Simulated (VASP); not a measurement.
# Si15C7 in VASP: a series of runs, part 2 of 3

VASP 6.6.1. The steps go on from the part before.

### Step 3. Single point, PBE

INCAR reads:

```
SYSTEM = Si15C7
  PREC = Accurate
  ENCUT = 520
  EDIFF = 1E-6
  ISMEAR = -1
  SIGMA = 0.2482
  LREAL = Auto
  LASPH = .TRUE.
  NELM = 120
  ALGO = Normal
  ISIF = 2
  LWAVE = .FALSE.
  LCHARG = .TRUE.
  GGA = PE
  LELF = .TRUE.
  LVHAR = .TRUE.
  ISYM = -1
  NBANDS = 61
  GGA_COMPAT = .FALSE.
```

KPOINTS reads:

```
explicit points
1
Reciprocal
  0.25000000   0.25000000   0.25000000 1
```

POSCAR reads:

```
Si15C7
1.0
    7.0498510000      0.0733280000     -0.0802340000
    0.0733280000      7.4467350000      0.2804210000
   -0.0802340000      0.2804210000      6.9363850000
Si C
15 7
Direct
    0.4903766224      0.1755248670      0.1420595914
    0.3669010223      0.7622805926      1.0624679066
    0.1522679720      0.3130645456      0.5877048629
    0.8431271324      0.2229445041      0.9083646801
    0.5230306009      0.8369273374      0.3792159513
    0.5181848716      0.4707481239      0.3983118563
    0.2503073765      1.0055258744      0.4785117307
    0.6708627435      0.8448658156      0.9819740231
    0.2191710301      0.4889747953      0.9732862532
   -0.1712236542      0.6195630094      0.3524947884
   -0.0137767374     -0.1015608996      0.7674900465
    0.9300696497     -0.0430654593      0.2612925418
    0.4267649783      0.5870105408      0.7013213624
    0.8128209926      0.3407533954      0.2388345618
    0.8269347404      0.5713726156      0.6998444293
    0.3367888048      0.3101275236      0.8260453597
    0.1899497561      0.9226428925      0.2233222329
    0.6176565278      0.0798783779      0.8667623667
    0.4518054978      0.1780681983      0.8255455976
    0.8873394776      0.7160373331      0.0879638155
   -0.0474324899      0.7034050691      0.9109766469
    0.3329089587      0.4555058689      0.2164779213
```

Potentials or basis: VASP PAW PBE potentials, release 64 (Si, C).

Launch:

```
$ cat potpaw_PBE.64/Si/POTCAR potpaw_PBE.64/C/POTCAR > POTCAR
$ mpirun -np 1 vasp_std > vasp.out
```

OUTCAR:

```text
SYSTEM = Si15C7
   PREC = Accurate
   ENCUT = 520
   EDIFF = 1E-6
   ISMEAR = -1
   LREAL = Auto
   LASPH = .TRUE.
   NELM = 120
   ISIF = 2
   GGA = PE
   ISYM = -1

 ion  position               nearest neighbor table
   1  0.490  0.176  0.142-  19 2.21  18 2.29  22 2.44  16 2.55  14 2.70   5 2.91   6 2.94   4 3.01
                             8 3.05   7 3.12   9 3.13
   2  0.367  0.762  0.062-  17 2.11   8 2.31   9 2.42  22 2.47   5 2.54  13 2.95
   3  0.152  0.313  0.588-  16 2.08   7 2.56  13 2.98   9 3.10  15 3.12   6 3.13
   4  0.843  0.223  0.908-  18 1.96  14 2.53  11 2.85  15 2.87   1 3.01  12 3.07   8 3.10
   5  0.523  0.837  0.379-   7 2.42   2 2.54  10 2.69   6 2.72  13 2.90   1 2.91   8 2.97  12 3.13
[... 11 lines left out ...]
  13  0.427  0.587  0.701-  16 2.28   6 2.43   9 2.49  15 2.82   5 2.90   2 2.95   3 2.98
  14  0.813  0.341  0.239-  10 2.28   4 2.53   6 2.58   1 2.70  12 2.95
  15  0.827  0.571  0.700-  21 2.03  10 2.41  11 2.77  13 2.82   4 2.87   3 3.12   6 3.13   8 3.14

  16  0.337  0.310  0.826-  19 1.26   9 1.93   3 2.08  13 2.28   1 2.55
  17  0.190  0.923  0.223-  12 1.87   7 1.96   2 2.11
  18  0.618  0.080  0.867-  19 1.38   8 1.89   4 1.96   1 2.29
  19  0.452  0.178  0.826-  16 1.26  18 1.38   1 2.21
  20  0.887  0.716  0.088-  21 1.33   8 1.89  10 1.97  12 2.26
  21  0.953  0.703  0.911-  20 1.33  11 1.72  15 2.03   8 2.31   9 2.45
  22  0.333  0.456  0.216-   6 1.81   9 1.85   1 2.44   2 2.47

IMPORTANT INFORMATION: All symmetrisations will be switched off!
NOSYMM: (Re-)initialisation of all symmetry stuff for point group C_1.

----------------------------------------------------------------------------------------

                                     Primitive cell

  volume of cell :     363.5060

  direct lattice vectors                    reciprocal lattice vectors
     7.049851000  0.073328000 -0.080234000     0.141881518 -0.001461133  0.001700231
     0.073328000  7.446735000  0.280421000    -0.001461133  0.134506834 -0.005454682
    -0.080234000  0.280421000  6.936385000     0.001700231 -0.005454682  0.144407501

  length of vectors
     7.050688875  7.452373789  6.942514696     0.141899227  0.134625320  0.144520485

[... 104 lines left out ...]
   LHFCALC =     F    Hartree Fock is set to
   AEXX    =    0.0000 exact exchange contribution
   IVDW    =     0    specifies the selected vdW correction
   LEPSILON=     F    determine dielectric tensor
   LRPA    =     F    only Hartree local field effects (RPA)
 non-spin polarized calculation
  energy-cutoff  :      520.00
  volume of cell :      363.51
 maximum number of plane-waves:      9785
 NGX is ok and might be reduce to    54
   NGX = 27   NGY = 27   NGZ = 25

 number of electron      88.0000000 magnetization

 Free energy of the ion-electron system (eV)
  ---------------------------------------------------
  ext. energy  EPLUGINS =         0.00000000
  ---------------------------------------------------
  free energy    TOTEN  =      -123.75450158 eV

  energy without entropy =     -122.16741549  energy(sigma->0) =     -122.96095853

 E-fermi :   5.9115     XC(G=0):  -9.7283

 val. band max:        5.6965019268   @ k =   0.2500   0.2500   0.2500
 cond. band min:       6.1449180747   @ k =   0.2500   0.2500   0.2500
 fundamental gap:      0.4484161479
 Fermi energy:         5.9115324422

 k-point     1 :       0.2500    0.2500    0.2500
  band No.  band energies     occupation
      1     -11.0944      2.00000
      2     -10.8241      2.00000
      3      -8.2399      2.00000
      4      -7.1429      2.00000
      5      -6.5432      2.00000
      6      -5.8562      2.00000
[... 48 lines left out ...]
     55       8.1409      0.00025
     56       8.2580      0.00016
 [bands above 56 left out]

------------------------ aborting loop because EDIFF is reached ----------------------------------------

  FORCE on cell =-STRESS in cart. coord.  units (eV):
  Direction    XX          YY          ZZ          XY          YZ          ZX
  --------------------------------------------------------------------------------------
  -------------------------------------------------------------------------------------
  Total       -4.7552950     -8.5878648     -6.4339443      3.9943159     -5.4300146      6.7741687
  in kB      -20.9592841    -37.8515944    -28.3580444     17.6052171    -23.9331563     29.8576064
  external PRESSURE =     -29.0563076 kB  Pullay stress =       0.0000000 kB

 VOLUME and BASIS-vectors are now :
 -----------------------------------------------------------------------------
  energy-cutoff  :      520.00
  volume of cell :      363.51
      direct lattice vectors                 reciprocal lattice vectors
     7.049851000  0.073328000 -0.080234000     0.141881518 -0.001461133  0.001700231
     0.073328000  7.446735000  0.280421000    -0.001461133  0.134506834 -0.005454682
    -0.080234000  0.280421000  6.936385000     0.001700231 -0.005454682  0.144407501

 POSITION                                       TOTAL-FORCE (eV/Angst)
 -----------------------------------------------------------------------------------
      3.45855      1.38288      0.99526         0.218811      1.126980      1.049405
      2.63748      5.72092      0.61762        -1.701609      0.545230      1.428151
      1.04927      2.50728      4.15212         0.011451      0.264250     -0.067143
      5.88739      1.97676      6.29564         0.999766      0.040153     -0.366731
      3.71823      6.37707      2.82312         1.190291     -0.324377     -0.029711
      3.65569      3.65523      2.85328        -0.335467      0.147619      0.151107
[... 14 lines left out ...]
      6.69395      5.56338      6.43971         2.553009     -3.556907     -1.829109
      2.36299      3.47715      1.60260         0.065603     -0.541076     -1.220913
 -----------------------------------------------------------------------------------
    total drift:                                0.001958     -0.016919     -0.000778

  FREE ENERGIE OF THE ION-ELECTRON SYSTEM (eV)
  ---------------------------------------------------
  free  energy   TOTEN  =      -123.7545015782 eV

  energy  without entropy=     -122.1674154886  energy(sigma->0) =     -122.96095853
```

OSZICAR:

```text
N       E                     dE             d eps       ncg     rms          rms(c)
DAV:   1     0.293273498282E+03    0.29327E+03   -0.36176E+04   122   0.123E+03
DAV:   2    -0.970864787115E+02   -0.39036E+03   -0.37456E+03   151   0.211E+02
DAV:   3    -0.134244331427E+03   -0.37158E+02   -0.36213E+02   156   0.601E+01
DAV:   4    -0.135810205463E+03   -0.15659E+01   -0.15510E+01   164   0.135E+01
DAV:   5    -0.135847315582E+03   -0.37110E-01   -0.37047E-01   148   0.219E+00    0.209E+01
DAV:   6    -0.123813816923E+03    0.12033E+02   -0.57224E+01   172   0.277E+01    0.118E+01
DAV:   7    -0.123915106264E+03   -0.10129E+00   -0.16121E+01   140   0.135E+01    0.632E+00
DAV:   8    -0.123776174711E+03    0.13893E+00   -0.17786E+00   164   0.469E+00    0.294E+00
DAV:   9    -0.123755216689E+03    0.20958E-01   -0.38774E-01   148   0.230E+00    0.842E-01
DAV:  10    -0.123752929694E+03    0.22870E-02   -0.50761E-02   148   0.881E-01    0.372E-01
DAV:  11    -0.123754092720E+03   -0.11630E-02   -0.17203E-02   156   0.421E-01    0.250E-01
DAV:  12    -0.123754364683E+03   -0.27196E-03   -0.17480E-03   156   0.168E-01    0.125E-01
DAV:  13    -0.123754475588E+03   -0.11091E-03   -0.74521E-04   148   0.936E-02    0.412E-02
DAV:  14    -0.123754490929E+03   -0.15341E-04   -0.18767E-04   156   0.461E-02    0.165E-02
DAV:  15    -0.123754498181E+03   -0.72519E-05   -0.20020E-05   148   0.168E-02    0.642E-03
DAV:  16    -0.123754500900E+03   -0.27193E-05   -0.66259E-06   132   0.845E-03    0.288E-03
DAV:  17    -0.123754501578E+03   -0.67798E-06   -0.10499E-06    76   0.339E-03
   1 F= -.12375450E+03 E0= -.12296096E+03  d E =-.158709E+01
```

Wall time 91 s (1 thread of Intel Xeon Platinum 8259CL at 2.50GHz (Skylake/Cascade Lake), shared host); peak memory 0.36 GiB.

What came out:

* Free energy: -123.7545 eV
* Pressure: -2.9 GPa
* Largest force: 5.002 eV/Å

Forces in eV/Å, atoms in the order of the input:
```
Si   0.219  1.127  1.049
Si  -1.702  0.545  1.428
Si   0.011  0.264 -0.067
Si   1.000  0.040 -0.367
Si   1.190 -0.324 -0.030
Si  -0.335  0.148  0.151
Si  -0.829 -0.197 -0.082
Si  -0.860  0.566 -0.776
Si  -0.471 -0.575  0.426
Si   0.254  1.721 -0.160
Si   1.335  3.153 -2.697
Si   0.059  0.004 -0.452
Si   0.814  0.062 -0.918
Si  -0.255 -2.633 -0.527
Si  -0.535 -0.661  0.758
C   -3.457  2.456 -0.544
C    0.757  0.169  0.470
C   -0.091  1.050 -0.020
C    3.224 -3.267  1.391
C   -2.947  0.450  4.016
C    2.553 -3.557 -1.829
C    0.066 -0.541 -1.221
```

Caveat: the atoms stand as in a frame of molecular dynamics.

### Step 4. Single point, PBE

INCAR reads:

```
PREC = Accurate
ENCUT = 520
EDIFF = 1E-6
ISMEAR = -1
SIGMA = 0.2482
LREAL = Auto
LASPH = T
NELM = 120
ALGO = Normal
ISIF = 2
LWAVE = F
LCHARG = T
GGA = PE
LELF = T
LVHAR = T
NBANDS = 61
ISYM = -1
GGA_COMPAT = F
```

KPOINTS is that of step 3.

POSCAR reads:

```
Si15C7
1.0
    7.0498510000      0.0733280000     -0.0802340000
    0.0733280000      7.4467350000      0.2804210000
   -0.0802340000      0.2804210000      6.9363850000
Si C
15 7
Direct
    0.4612609349      0.0418736469      0.3407081008
    0.4004544096      0.8037272730      1.1677173417
    0.1721702780      0.3928679232      0.6640828752
    0.7932864745      0.2091686771      0.9763861518
    0.6183603361      0.7883841458      0.3655042292
    0.4863533281      0.3696029986      0.4095738098
    0.2232111139      0.9898326840      0.5872516086
    0.6208314664      0.8519051806      0.8074985297
    0.2255370161      0.4687455843      1.1562745770
   -0.1415913718      0.5434136166      0.4945828365
   -0.0241040815     -0.1804431396      0.6940733651
    0.9533324695     -0.0349643722      0.1621506623
    0.3396936859      0.6734738174      0.8212647917
    0.7887631649      0.2902293404      0.3352908211
    0.8821168472      0.4683482526      0.8103345010
    0.2878738632      0.2873681852      0.9418448079
    0.1861558126      0.9220294225      0.3060462493
    0.5674030298      0.0789000498      0.8597776484
    0.3877147475      0.1407075245      0.9145748917
    0.9776735525      0.7815011094     -0.0282450675
    0.0483399023      0.5883898125      1.0141405998
    0.2727696744      0.4898366783      0.4401040183
```

Potentials or basis: VASP PAW PBE potentials, release 64 (Si, C).

Launch:

```
$ cat potpaw_PBE.64/Si/POTCAR potpaw_PBE.64/C/POTCAR > POTCAR
$ mpirun -np 1 vasp_std > vasp.out
```

OUTCAR:

```text
PREC = Accurate
   ENCUT = 520
   EDIFF = 1E-6
   ISMEAR = -1
   LREAL = Auto
   LASPH = T
   NELM = 120
   ISIF = 2
   GGA = PE
   ISYM = -1

 ion  position               nearest neighbor table
   1  0.461  0.042  0.341-   5 2.16  17 2.17   2 2.26   7 2.44   6 2.53  14 2.99
   2  0.400  0.804  0.168-  17 2.03   5 2.03   1 2.26  13 2.69   9 2.81   8 2.98
   3  0.172  0.393  0.664-  22 1.83  16 2.16  15 2.38  10 2.67  13 2.71   6 2.88   7 3.11
   4  0.793  0.209  0.976-  18 2.06  15 2.28  12 2.39  14 2.61
   5  0.618  0.788  0.366-   2 2.03   1 2.16  10 2.56  12 3.05   8 3.14
   6  0.486  0.370  0.410-  22 1.76  14 2.28   1 2.53   9 2.57   3 2.88  10 3.02
   7  0.223  0.990  0.587-  17 2.07  11 2.28   1 2.44  13 2.85   3 3.11
   8  0.621  0.852  0.807-  18 1.79  13 2.41  11 2.65   2 2.98   5 3.14
   9  0.226  0.469  0.156-  21 1.76  22 2.01  16 2.13   6 2.57   2 2.81  13 2.82
  10  0.858  0.543  0.495-  15 2.22  14 2.32   5 2.56   3 2.67  11 2.70   6 3.02
  11  0.976  0.820  0.694-  20 1.93   7 2.28   8 2.65  10 2.70  15 2.78  13 2.86
  12  0.953  0.965  0.162-  17 1.91  20 1.98   4 2.39  14 3.01   5 3.05
  13  0.340  0.673  0.821-   8 2.41  21 2.54   2 2.69   3 2.71   9 2.82   7 2.85  11 2.86
  14  0.789  0.290  0.335-   6 2.28  10 2.32   4 2.61   1 2.99  12 3.01
  15  0.882  0.468  0.810-  21 2.08  10 2.22   4 2.28   3 2.38  11 2.78
  16  0.288  0.287  0.942-  19 1.32   9 2.13   3 2.16
  17  0.186  0.922  0.306-  12 1.91   2 2.03   7 2.07   1 2.17
  18  0.567  0.079  0.860-  19 1.41   8 1.79   4 2.06
  19  0.388  0.141  0.915-  16 1.32  18 1.41
  20  0.978  0.782  0.972-  21 1.52  11 1.93  12 1.98
  21  0.048  0.588  0.014-  20 1.52   9 1.76  15 2.08  13 2.54
  22  0.273  0.490  0.440-   6 1.76   3 1.83   9 2.01

IMPORTANT INFORMATION: All symmetrisations will be switched off!
NOSYMM: (Re-)initialisation of all symmetry stuff for point group C_1.

----------------------------------------------------------------------------------------

                                     Primitive cell

  volume of cell :     363.5060

  direct lattice vectors                    reciprocal lattice vectors
     7.049851000  0.073328000 -0.080234000     0.141881518 -0.001461133  0.001700231
     0.073328000  7.446735000  0.280421000    -0.001461133  0.134506834 -0.005454682
[... 113 lines left out ...]
   LRPA    =     F    only Hartree local field effects (RPA)
 non-spin polarized calculation
  energy-cutoff  :      520.00
  volume of cell :      363.51
 maximum number of plane-waves:      9785
 NGX is ok and might be reduce to    54
   NGX = 27   NGY = 27   NGZ = 25

 number of electron      87.9999999 magnetization

 Free energy of the ion-electron system (eV)
  ---------------------------------------------------
  ext. energy  EPLUGINS =         0.00000000
  ---------------------------------------------------
  free energy    TOTEN  =      -124.97360904 eV

  energy without entropy =     -123.47175998  energy(sigma->0) =     -124.22268451

 E-fermi :   5.6953     XC(G=0):  -9.7069

 val. band max:        5.5278871064   @ k =   0.2500   0.2500   0.2500
 cond. band min:       5.7654448506   @ k =   0.2500   0.2500   0.2500
 fundamental gap:      0.2375577441
 Fermi energy:         5.6953133454

 k-point     1 :       0.2500    0.2500    0.2500
  band No.  band energies     occupation
      1      -9.9331      2.00000
      2      -9.0179      2.00000
      3      -7.7981      2.00000
      4      -7.4282      2.00000
      5      -7.1023      2.00000
      6      -5.4376      2.00000
[... 48 lines left out ...]
     55       8.1373      0.00011
     56       8.2752      0.00006
 [bands above 56 left out]

------------------------ aborting loop because EDIFF is reached ----------------------------------------

  FORCE on cell =-STRESS in cart. coord.  units (eV):
  Direction    XX          YY          ZZ          XY          YZ          ZX
  --------------------------------------------------------------------------------------
  -------------------------------------------------------------------------------------
  Total       -2.0622709     -4.6154354    -10.8002580     -0.3431375     -5.4197863      4.8636964
  in kB       -9.0895984    -20.3428436    -47.6028671     -1.5124016    -23.8880747     21.4370708
  external PRESSURE =     -25.6784364 kB  Pullay stress =       0.0000000 kB

 VOLUME and BASIS-vectors are now :
 -----------------------------------------------------------------------------
  energy-cutoff  :      520.00
  volume of cell :      363.51
      direct lattice vectors                 reciprocal lattice vectors
     7.049851000  0.073328000 -0.080234000     0.141881518 -0.001461133  0.001700231
     0.073328000  7.446735000  0.280421000    -0.001461133  0.134506834 -0.005454682
    -0.080234000  0.280421000  6.936385000     0.001700231 -0.005454682  0.144407501

 POSITION                                       TOTAL-FORCE (eV/Angst)
 -----------------------------------------------------------------------------------
      3.22756      0.44119      2.33802        -1.390914      3.531260      1.095132
      2.86862      6.06154      1.35660        -4.825162     -1.585618     -3.569492
      1.18930      3.12443      4.70269         0.677513     -0.945716      1.298345
      5.52955      1.88959      6.76760        -0.927045     -1.367736      0.653945
      4.38783      6.01873      2.70674         5.581083     -1.705017      3.023642
      3.42296      2.90285      2.90558         1.571412     -1.199262     -0.442895
[... 14 lines left out ...]
      0.38280      4.38909      0.25920        -3.305700      2.857034     -2.672009
      1.92359      3.79110      3.16821        -1.080344     -0.354815     -1.119954
 -----------------------------------------------------------------------------------
    total drift:                                0.008336     -0.007714      0.012346

  FREE ENERGIE OF THE ION-ELECTRON SYSTEM (eV)
  ---------------------------------------------------
  free  energy   TOTEN  =      -124.9736090399 eV

  energy  without entropy=     -123.4717599835  energy(sigma->0) =     -124.22268451
```

OSZICAR:

```text
N       E                     dE             d eps       ncg     rms          rms(c)
DAV:   1     0.284765180529E+03    0.28477E+03   -0.36127E+04   122   0.123E+03
DAV:   2    -0.988102869937E+02   -0.38358E+03   -0.36734E+03   156   0.207E+02
DAV:   3    -0.134326476567E+03   -0.35516E+02   -0.34557E+02   156   0.582E+01
DAV:   4    -0.135631695729E+03   -0.13052E+01   -0.12973E+01   164   0.126E+01
DAV:   5    -0.135677027468E+03   -0.45332E-01   -0.45299E-01   172   0.210E+00    0.206E+01
DAV:   6    -0.125235103155E+03    0.10442E+02   -0.43829E+01   164   0.235E+01    0.113E+01
DAV:   7    -0.125132059949E+03    0.10304E+00   -0.11035E+01   140   0.114E+01    0.597E+00
DAV:   8    -0.125002880356E+03    0.12918E+00   -0.16041E+00   148   0.408E+00    0.241E+00
DAV:   9    -0.124970387245E+03    0.32493E-01   -0.24674E-01   156   0.195E+00    0.734E-01
DAV:  10    -0.124972487945E+03   -0.21007E-02   -0.47526E-02   148   0.834E-01    0.346E-01
DAV:  11    -0.124973460851E+03   -0.97291E-03   -0.10302E-02   156   0.334E-01    0.197E-01
DAV:  12    -0.124973475517E+03   -0.14667E-04   -0.94286E-04   148   0.141E-01    0.994E-02
DAV:  13    -0.124973594939E+03   -0.11942E-03   -0.69431E-04   148   0.863E-02    0.388E-02
DAV:  14    -0.124973601573E+03   -0.66337E-05   -0.78979E-05   148   0.349E-02    0.149E-02
DAV:  15    -0.124973607240E+03   -0.56671E-05   -0.28434E-05   140   0.183E-02    0.596E-03
DAV:  16    -0.124973608689E+03   -0.14495E-05   -0.34581E-06   124   0.642E-03    0.204E-03
DAV:  17    -0.124973609040E+03   -0.35065E-06   -0.72706E-07    76   0.297E-03
   1 F= -.12497361E+03 E0= -.12422268E+03  d E =-.150185E+01
```

Wall time 1.9 min (1 thread of Intel Xeon Platinum 8259CL at 2.50GHz (Skylake/Cascade Lake), shared host); peak memory 0.36 GiB.

What came out:

```
Free energy   : -124.9736 eV
Pressure      : -2.6 GPa
Largest force : 6.573 eV/Å
```

Forces on the atoms (eV/Å):
```
Si  -1.391  3.531  1.095
Si  -4.825 -1.586 -3.569
Si   0.678 -0.946  1.298
Si  -0.927 -1.368  0.654
Si   5.581 -1.705  3.024
Si   1.571 -1.199 -0.443
Si  -0.062  0.034 -1.220
Si   1.076 -1.570 -0.810
Si   1.427 -1.132  0.483
Si  -0.840  2.197 -0.618
Si  -1.524 -0.269  0.551
Si   0.201 -1.613 -0.520
Si  -0.174  0.686  0.385
Si  -0.027 -0.797 -1.007
Si   0.663  0.297  1.770
C   -0.744  0.355  0.024
C    1.051  0.871  0.377
C   -0.417  1.743  2.173
C    2.250  1.308 -0.481
C    0.818 -1.338  0.625
C   -3.306  2.857 -2.672
C   -1.080 -0.355 -1.120
```

Levels at points of the mesh, in eV from the Fermi level:
| k point | band 41 | band 42 | band 43 | band 44 | band 45 | band 46 | band 47 | band 48 |
| --- | --- | --- | --- | --- | --- | --- | --- | --- |
| (0.25, 0.25, 0.25) | -0.82 | -0.61 | -0.38 | -0.17 | 0.07 | 0.45 | 0.76 | 1.10 |

Caveat: the atoms stand as in a frame of molecular dynamics.

[end of part 2 of 3]
